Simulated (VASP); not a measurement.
# Pd (Fm-3m) in VASP: a series of runs

The runs below take Pd through single point, relaxation of cell and atoms, with PBEsol.

All numbers are computed with VASP 6.6.1; they aren't measurements. Logs are shortened: lines on timing, memory, paths and dates and some standing lists are left out, and cuts for length are marked.

**1. The cell of the first run**

The structure is cubic, space group Fm-3m (No. 225). The conventional cell has a = 3.874 Å, b = 3.874 Å, c = 3.874 Å, α = 90.00°, β = 90.00°, γ = 90.00°. Within 3.6 Å of Pd (site symmetry m-3m) lie 12 Pd at 2.74 Å.

**2. Single point, PBEsol**

INCAR

```
SYSTEM = Pd
PREC = Accurate
ENCUT = 520
EDIFF = 1E-7
ISMEAR = 1
SIGMA = 0.05
LREAL = .False.
LASPH = .True.
NELM = 100
ALGO = Normal
ISIF = 2
LWAVE = .False.
LCHARG = .False.
GGA = PS
NBANDS = 11
```

KPOINTS

```
Automatic mesh
0
Gamma
  10 10 10
  0 0 0
```

POSCAR

```
Pd
1.0
    0.0000000000      1.9367929414      1.9367929414
    1.9367929414      0.0000000000      1.9367929414
    1.9367929414      1.9367929414      0.0000000000
Pd
1
Direct
    0.0000000000      0.0000000000      0.0000000000
```

Potentials or basis: VASP PAW PBE potentials, release 64 (Pd).

On the command line:

```console
> cat potpaw_PBE.64/Pd/POTCAR > POTCAR
> mpirun -np 1 vasp_std > vasp.out
```

OUTCAR:

```text
SYSTEM = Pd
   PREC = Accurate
   ENCUT = 520
   EDIFF = 1E-7
   ISMEAR = 1
   LREAL = .False.
   LASPH = .True.
   NELM = 100
   ISIF = 2
   GGA = PS

 ion  position               nearest neighbor table
   1  0.000  0.000  0.000-

  LATTYP: Found a face centered cubic cell.
 ALAT       =     3.8735858828

  Lattice vectors:

 A1 = (   0.0000000000,   1.9367929414,   1.9367929414)
 A2 = (   1.9367929414,   0.0000000000,   1.9367929414)
 A3 = (   1.9367929414,   1.9367929414,   0.0000000000)

Analysis of symmetry for initial positions (statically):
=====================================================================
 Subroutine PRICEL returns:
 Original cell was already a primitive cell.

 Routine SETGRP: Setting up the symmetry group for a
 face centered cubic supercell.

 Subroutine GETGRP returns: Found 48 space group operations
 (whereof 48 operations were pure point group operations)
 out of a pool of 48 trial point group operations.

The static configuration has the point symmetry O_h .

Analysis of symmetry for dynamics (positions and initial velocities):
=====================================================================
 Subroutine PRICEL returns:
 Original cell was already a primitive cell.

 Routine SETGRP: Setting up the symmetry group for a
 face centered cubic supercell.

 Subroutine GETGRP returns: Found 48 space group operations
 (whereof 48 operations were pure point group operations)
 out of a pool of 48 trial point group operations.

The dynamic configuration has the point symmetry O_h .

 Subroutine INISYM returns: Found 48 space group operations
 (whereof 48 operations are pure point group operations),
 and found     1 'primitive' translations

----------------------------------------------------------------------------------------

                                     Primitive cell

  volume of cell :      14.5305

  direct lattice vectors                    reciprocal lattice vectors
     0.000000000  1.936792941  1.936792941    -0.258158727  0.258158727  0.258158727
     1.936792941  0.000000000  1.936792941     0.258158727 -0.258158727  0.258158727
     1.936792941  1.936792941  0.000000000     0.258158727  0.258158727 -0.258158727

  length of vectors
     2.739038845  2.739038845  2.739038845     0.447144031  0.447144031  0.447144031

  position of ions in fractional coordinates (direct lattice)
     0.000000000  0.000000000  0.000000000

  ion indices of the primitive-cell ions
   primitive index   ion index
                 1           1

----------------------------------------------------------------------------------------

 KPOINTS: Automatic mesh

Automatic generation of k-mesh.
 Grid dimensions read from file:
 generate k-points for:   10   10   10

 Generating k-lattice:

  Cartesian coordinates                     Fractional coordinates (reciprocal lattice)
    -0.025815873  0.025815873  0.025815873     0.100000000  0.000000000  0.000000000
     0.025815873 -0.025815873  0.025815873     0.000000000  0.100000000  0.000000000
     0.025815873  0.025815873 -0.025815873     0.000000000  0.000000000  0.100000000

  Length of vectors
     0.044714403  0.044714403  0.044714403

  Shift w.r.t. Gamma in fractional coordinates (k-lattice)
     0.000000000  0.000000000  0.000000000

 Subroutine IBZKPT returns following result:
 ===========================================

 Found     47 irreducible k-points:

 Following reciprocal coordinates:
            Coordinates               Weight
  0.000000  0.000000  0.000000      1.000000
  0.100000  0.000000  0.000000      8.000000
  0.200000  0.000000  0.000000      8.000000
  0.300000  0.000000  0.000000      8.000000
  0.400000  0.000000  0.000000      8.000000
  0.500000  0.000000  0.000000      4.000000
[... 16 lines left out ...]
  0.300000  0.300000  0.000000      6.000000
  0.400000  0.300000  0.000000     24.000000
 [... further k-points ...]
   k-points           NKPTS =     47   k-points in BZ     NKDIM =     47   number of bands    NBANDS=     11
   number of dos      NEDOS =    301   number of ions     NIONS =      1
   total plane-waves  NPLWV =   8000
   dimension x,y,z NGX =    20 NGY =   20 NGZ =   20
   dimension x,y,z NGXF=    40 NGYF=   40 NGZF=   40
   ions per type =               1
   NGX,Y,Z   is equivalent  to a cutoff of  12.14, 12.14, 12.14 a.u.
   NGXF,Y,Z  is equivalent  to a cutoff of  24.28, 24.28, 24.28 a.u.
 SYSTEM =  Pd
   PREC   = accura    normal or accurate (medium, high low for compatibility)
   ISTART =      0    job   : 0-new  1-cont  2-samecut
   ICHARG =      2    charge: 1-file 2-atom 10-const
   ISPIN  =      1    spin polarized calculation?
   LNONCOLLINEAR =      F non collinear calculations
   LSORBIT =      F    spin-orbit coupling
   LASPH  =      T    aspherical Exc in radial PAW
   ENCUT  =  520.0 eV  38.22 Ry    6.18 a.u.   5.09  5.09  5.09*2*pi/ulx,y,z
   NELM   =    100;   NELMIN=  2; NELMDL= -5     # of ELM steps
   EDIFF  = 0.1E-06   stopping-criterion for ELM
   LREAL  =      F    real-space projection
   EDIFFG = 0.1E-05   stopping-criterion for IOM
   NSW    =      0    number of steps for IOM
   IBRION =     -1    ionic relax: 0-MD 1-quasi-New 2-CG
   NFREE  =      0    steps in history (QN), initial steepest desc. (CG)
   ISIF   =      2    stress and relaxation
   ISYM   =      2    0-nonsym 1-usesym 2-fastsym
   POTIM  = 0.5000    time-step for ionic-motion
   TEBEG  =    0.0;   TEEND  =   0.0 temperature during run
   PSTRESS=    0.0 pullay stress
   NELECT =      10.0000    total number of electrons
   NUPDOWN=      -1.0000    fix difference up-down
   EMIN   =  10.00;   EMAX   =-10.00  energy-range for DOS
   EFERMI =   0.00;   METHOD = LEGACY
   ISMEAR =     1;   SIGMA  =   0.05  broadening in eV -4-tet -1-fermi 0-gaus
   EFERMI_NEDOS =   21; number of points for ismear=-14 and -15
   IALGO  =     38    algorithm
   IMIX   =      4    mixing-type and parameters
     AMIX     =   0.40;   BMIX     =  1.00
     AMIX_MAG =   1.60;   BMIX_MAG =  1.00
  volume/ion in A,a.u.               =      14.53        98.06
  Fermi-wavevector in a.u.,A,eV,Ry     =   1.445379  2.731370 28.424196  2.089119
  Thomas-Fermi vector in A             =   2.563567
   LORBIT       =      0    0 simple, 1 ext, 2 COOP (PROOUT), +10 PAW based schemes
   GGA     = PS    functional components
   LHFCALC =     F    Hartree Fock is set to
   AEXX    =    0.0000 exact exchange contribution
   IVDW    =     0    specifies the selected vdW correction
   LEPSILON=     F    determine dielectric tensor
   LRPA    =     F    only Hartree local field effects (RPA)
 non-spin polarized calculation
 Methfessel and Paxton  Order N= 1 SIGMA  =   0.05
  energy-cutoff  :      520.00
  volume of cell :       14.53
 maximum number of plane-waves:       399
   NGX = 11   NGY = 11   NGZ = 11

 number of electron      10.0000002 magnetization

 Free energy of the ion-electron system (eV)
  ---------------------------------------------------
  ext. energy  EPLUGINS =         0.00000000
  ---------------------------------------------------
  free energy    TOTEN  =        -5.97475037 eV

  energy without entropy =       -5.97469982  energy(sigma->0) =       -5.97473352

 E-fermi :   9.8998     XC(G=0): -13.4722

 val. band max:        9.8849796563   @ k =   0.5000   0.1000   0.0000
 cond. band min:       9.9303395343   @ k =   0.5000   0.2000   0.0000
 fundamental gap:      0.0453598780
 Fermi energy:         9.8998196858

 k-point     1 :       0.0000    0.0000    0.0000
  band No.  band energies     occupation
      1       2.5184      2.00000
      2       6.9598      2.00000
      3       6.9598      2.00000
      4       6.9598      2.00000
      5       8.6334      2.00000
      6       8.6334      2.00000
      7      27.0086      0.00000
      8      31.8645      0.00000
      9      31.8645      0.00000
     10      31.8645      0.00000
     11      35.9442      0.00000

 k-point     2 :       0.1000    0.0000    0.0000
  band No.  band energies     occupation
      1       2.8804      2.00000
      2       6.8363      2.00000
      3       7.0812      2.00000
      4       7.0812      2.00000
      5       8.5796      2.00000
      6       8.5796      2.00000
      7      27.3675      0.00000
      8      29.8848      0.00000
      9      32.2883      0.00000
     10      32.2883      0.00000
     11      36.0157      0.00000

 k-point     3 :       0.2000    0.0000    0.0000
  band No.  band energies     occupation
      1       3.7945      2.00000
      2       6.7087      2.00000
      3       7.2676      2.00000
      4       7.2676      2.00000
      5       8.6112      2.00000
      6       8.6112      2.00000
      7      26.2117      0.00000
      8      28.2649      0.00000
      9      33.2992      0.00000
     10      33.2992      0.00000
     11      35.7683      0.00000

 k-point     4 :       0.3000    0.0000    0.0000
  band No.  band energies     occupation
      1       4.4724      2.00000
      2       7.1894      2.00000
      3       7.1894      2.00000
      4       7.4665      2.00000
      5       9.0493      2.00000
      6       9.0493      2.00000
      7      22.6252      0.00000
      8      27.6689      0.00000
      9      33.3132      0.00000
     10      33.3132      0.00000
     11      35.9795      0.00000

 k-point     5 :       0.4000    0.0000    0.0000
  band No.  band energies     occupation
      1       4.4819      2.00000
      2       6.9986      2.00000
      3       6.9986      2.00000
      4       9.4104      2.00000
      5       9.6168      2.00000
      6       9.6168      2.00000
      7      19.1187      0.00000
      8      26.7383      0.00000
      9      31.7311      0.00000
     10      31.7311      0.00000
     11      36.3615      0.00000

 k-point     6 :       0.5000    0.0000    0.0000
  band No.  band energies     occupation
      1       4.4197      2.00000
      2       6.9149      2.00000
      3       6.9149      2.00000
      4       9.8684      1.86543
      5       9.8684      1.86542
      6      10.7637     -0.00000
      7      17.2670      0.00000
      8      26.3681      0.00000
      9      31.0346      0.00000
     10      31.0346      0.00000
     11      35.9962      0.00000

 k-point     7 :       0.1000    0.1000    0.0000
  band No.  band energies     occupation
      1       3.0016      2.00000
      2       6.6927      2.00000
      3       7.1843      2.00000
      4       7.1843      2.00000
      5       8.3618      2.00000
      6       8.7404      2.00000
      7      27.5528      0.00000
      8      30.4877      0.00000
      9      31.5183      0.00000
     10      31.5183      0.00000
     11      36.0129      0.00000

 k-point     8 :       0.2000    0.1000    0.0000
  band No.  band energies     occupation
      1       3.7529      2.00000
      2       6.4358      2.00000
      3       7.3898      2.00000
      4       7.4287      2.00000
      5       8.2435      2.00000
      6       8.8644      2.00000
      7      27.4710      0.00000
      8      28.5203      0.00000
      9      31.1954      0.00000
     10      32.3177      0.00000
     11      35.9340      0.00000
[... 141 lines left out ...]
 k-point    19 :       0.5000    0.2000    0.0000
  band No.  band energies     occupation
      1       5.1110      2.00000
      2       6.2939      2.00000
      3       7.3912      2.00000
      4       7.7945      2.00000
      5       9.9303      0.15075
      6      13.2485      0.00000
      7      18.4073      0.00000
      8      25.7501      0.00000
      9      28.0079      0.00000
     10      29.4013      0.00000
     11      36.0327      0.00000

 k-point    20 :      -0.4000    0.2000    0.0000
  band No.  band energies     occupation
      1       5.2510      2.00000
      2       6.3440      2.00000
      3       7.5342      2.00000
      4       7.6858      2.00000
      5       9.5470      2.00000
      6      14.0569      0.00000
      7      17.7321      0.00000
      8      24.7944      0.00000
      9      28.9014      0.00000
     10      29.4240      0.00000
     11      36.0335      0.00000

 k-point    21 :      -0.3000    0.2000    0.0000
  band No.  band energies     occupation
      1       5.4956      2.00000
      2       6.5310      2.00000
      3       7.0035      2.00000
      4       7.7342      2.00000
      5       8.8111      2.00000
      6      12.1641      0.00000
      7      20.9588      0.00000
      8      24.4881      0.00000
      9      29.2442      0.00000
     10      31.8073      0.00000
     11      35.4135      0.00000

 k-point    22 :      -0.2000    0.2000    0.0000
  band No.  band energies     occupation
      1       5.3521      2.00000
      2       6.2229      2.00000
      3       7.0466      2.00000
      4       7.9173      2.00000
      5       8.0678      2.00000
      6      10.5295     -0.00000
      7      24.2834      0.00000
      8      25.2062      0.00000
      9      30.4652      0.00000
     10      33.0630      0.00000
     11      34.4077      0.00000

 k-point    23 :       0.3000    0.3000    0.0000
  band No.  band energies     occupation
      1       4.9012      2.00000
      2       5.3352      2.00000
      3       8.6814      2.00000
      4       8.7801      2.00000
      5       8.7801      2.00000
      6       9.4022      2.00000
      7      26.5475      0.00000
      8      26.5475      0.00000
      9      27.0096      0.00000
     10      30.3469      0.00000
     11      32.0625      0.00000

 k-point    24 :       0.4000    0.3000    0.0000
  band No.  band energies     occupation
      1       4.9026      2.00000
      2       5.1869      2.00000
      3       8.3813      2.00000
      4       8.9075      2.00000
      5       9.8008      2.01703
      6      10.9058      0.00000
      7      23.5978      0.00000
      8      25.2355      0.00000
      9      25.5310      0.00000
     10      30.8427      0.00000
     11      33.1534      0.00000

 [... further k-points ...]
[... 5 lines left out ...]
  --------------------------------------------------------------------------------------
  -------------------------------------------------------------------------------------
  Total       -0.0266798     -0.0266798     -0.0266798      0.0000000      0.0000000      0.0000000
  in kB       -2.9418083     -2.9418083     -2.9418083      0.0000000      0.0000000      0.0000000
  external PRESSURE =      -2.9418083 kB  Pullay stress =       0.0000000 kB

 VOLUME and BASIS-vectors are now :
 -----------------------------------------------------------------------------
  energy-cutoff  :      520.00
  volume of cell :       14.53
      direct lattice vectors                 reciprocal lattice vectors
     0.000000000  1.936792941  1.936792941    -0.258158727  0.258158727  0.258158727
     1.936792941  0.000000000  1.936792941     0.258158727 -0.258158727  0.258158727
     1.936792941  1.936792941  0.000000000     0.258158727  0.258158727 -0.258158727

 POSITION                                       TOTAL-FORCE (eV/Angst)
 -----------------------------------------------------------------------------------
      0.00000      0.00000      0.00000         0.000000      0.000000      0.000000
 -----------------------------------------------------------------------------------
    total drift:                                0.000000     -0.000000     -0.000000

  FREE ENERGIE OF THE ION-ELECTRON SYSTEM (eV)
  ---------------------------------------------------
  free  energy   TOTEN  =        -5.9747503683 eV

  energy  without entropy=       -5.9746998204  energy(sigma->0) =       -5.97473352
```

Wall time 14 s (1 thread of Intel Xeon Platinum 8259CL at 2.50GHz (Skylake/Cascade Lake), shared host); peak memory 0.12 GiB.

Results:

```yaml
Free_energy: -5.9748 eV
Pressure: -0.3 GPa
Band_gap_on_the_k_mesh: zero (band 5 reaches 10.19 eV, above the bottom of band 6 at 8.58 eV)
```

Caveat: the PAW data sets were made with another functional, which shifts forces and pressure a little.

**3. Relaxation of cell and atoms, PBEsol**

This run uses another cell than the first one, of 14.75 Å³/atom, 1.015 times its volume.

INCAR

```
SYSTEM = Pd
ALGO     = Normal         ! electronic algorithm
EDIFF    = 1E-7           ! SCF threshold, eV
EDIFFG   = -0.03          ! ionic threshold
ENCUT    = 600            ! plane-wave cutoff, eV
GGA      = PS             ! functional
IBRION   = 2              ! ionic algorithm
ISIF     = 3              ! what is computed and relaxed
ISMEAR   = 1              ! smearing method
LASPH    = .True.         ! aspherical terms in the spheres
LCHARG   = .False.        ! write CHGCAR
LREAL    = .False.        ! projectors in reciprocal space
LWAVE    = .False.        ! write WAVECAR
NELM     = 80             ! most SCF steps
NSW      = 80             ! ionic steps
PREC     = Accurate       ! precision mode
SIGMA    = 0.05           ! smearing width, eV
```

KPOINTS

```
k-points
0
Gamma
  10 10 10
  0 0 0
```

POSCAR

```
Pd
1.0
    0.0000000000      1.9465000000      1.9465000000
    1.9465000000      0.0000000000      1.9465000000
    1.9465000000      1.9465000000      0.0000000000
Pd
1
Direct
    0.0000000000      0.0000000000      0.0000000000
```

Potentials or basis: VASP PAW PBE potentials, release 64 (Pd).

On the command line:

```console
> cat potpaw_PBE.64/Pd/POTCAR > POTCAR
> mpirun -np 1 vasp_std > vasp.out
```

Run time: 30 s. Hardware: 1 thread of Intel Xeon Platinum 8259CL at 2.50GHz (Skylake/Cascade Lake), shared host; peak memory 0.14 GiB.

Results (log left out):

```
Free energy                            : -5.9753 eV
Relaxed volume                         : 14.51 Å³/atom
Relaxed cell                           : a = 2.738 Å, b = 2.738 Å, c = 2.738 Å, α = 60.00°, β = 60.00°, γ = 60.00°
Space group after relaxing (to 0.05 Å) : Fm-3m (No. 225)
Energy gained by relaxing              : 2.5 meV/atom
Ionic steps                            : 3
Pressure after relaxing                : 0.0 GPa
Band gap on the k mesh                 : zero (band 5 reaches 10.22 eV, above the bottom of band 6 at 8.60 eV)
```

The path:
```
step  energy change (eV)  largest force (eV/Å)  pressure (GPa)  volume (Å³)
   1              0.0000                0.0000           -3.28        14.75
   2              0.0048                0.0000            6.14        14.12
   3             -0.0025                0.0000           -0.02        14.51
```

Final structure:
```
CELL_PARAMETERS angstrom
0.00000 1.93585 1.93585
1.93585 0.00000 1.93585
1.93585 1.93585 0.00000
ATOMIC_POSITIONS crystal
Pd 0.00000 0.00000 0.00000
```

Levels at points of the mesh, in eV from the Fermi level:
```csv
k point,band 1,band 2,band 3,band 4,band 5,band 6,band 7,band 8,band 9
"(0.00, 0.00, 0.00)",-7.39,-2.95,-2.95,-2.95,-1.27,-1.27,17.11,21.97,21.97
"(0.50, 0.00, 0.00)",-5.49,-2.99,-2.99,-0.03,-0.03,0.86,7.38,16.47,21.15
"(0.50, 0.50, 0.00)",-5.59,-5.29,-0.05,0.29,0.29,3.23,10.87,13.18,13.18
```

Caveat: the PAW data sets were made with another functional, which shifts forces and pressure a little.
